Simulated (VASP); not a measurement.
Set up this calculation in VASP 6.6.1, as the native input.

- Task: single point
- Functional: PBE
- Potentials or basis: VASP PAW PBE potentials, release 64 (Si, As, F)
- Cutoff: 520 eV
- k mesh: 4 × 4 × 4
- Occupations: gaussian, width 0.1 eV
- Spin: no spin polarisation
- Dipole correction: no
- Further INCAR settings: ALGO = Normal; EDIFF = 1e-07; NBANDS = 20

The structure of Si3AsF lies in POSCAR:

```
Si3AsF
1.0
    4.1929889900      0.0000000000      0.0000000000
    0.0000000000      4.1929889900      0.0000000000
    0.0000000000      0.0000000000      4.1929889900
Si As F
3 1 1
Direct
    0.0000000000      0.5000000000      0.5000000000
    0.5000000000      0.0000000000      0.5000000000
    0.5000000000      0.5000000000      0.0000000000
    0.0000000000      0.0000000000      0.0000000000
    0.5000000000      0.5000000000      0.5000000000
```

One way to write it, as run:

INCAR

```
SYSTEM = Si3AsF
ALGO = Normal ; EDIFF = 1E-7
ENCUT = 520 ; GGA = PE
ISIF = 2 ; ISMEAR = 0
LASPH = .True. ; LCHARG = .True.
LELF = .True. ; LREAL = .False.
LVHAR = .True. ; LWAVE = .False.
NBANDS = 20 ; NELM = 100
PREC = Accurate ; SIGMA = 0.1
```

KPOINTS

```
k-points
0
Gamma
  4 4 4
  0 0 0
```

Potentials or basis: VASP PAW PBE potentials, release 64 (Si, As, F).

The run is started by

```console
$ cat potpaw_PBE.64/Si/POTCAR potpaw_PBE.64/As/POTCAR potpaw_PBE.64/F/POTCAR > POTCAR
$ mpirun -np 1 vasp_std > vasp.out
```

Results of the run:

```json
{"Pressure": "16.3 GPa", "Band gap on the k mesh": "zero (band 12 reaches 10.46 eV, above the bottom of band 13 at 7.96 eV)"}
```

Caveat: the k points lie up to 0.37 Å⁻¹ apart.

Wall time 8.8 s on 1 thread of Intel(R) Xeon(R) 6975P-C (Granite Rapids), on a shared host, peak memory 0.18 GiB.
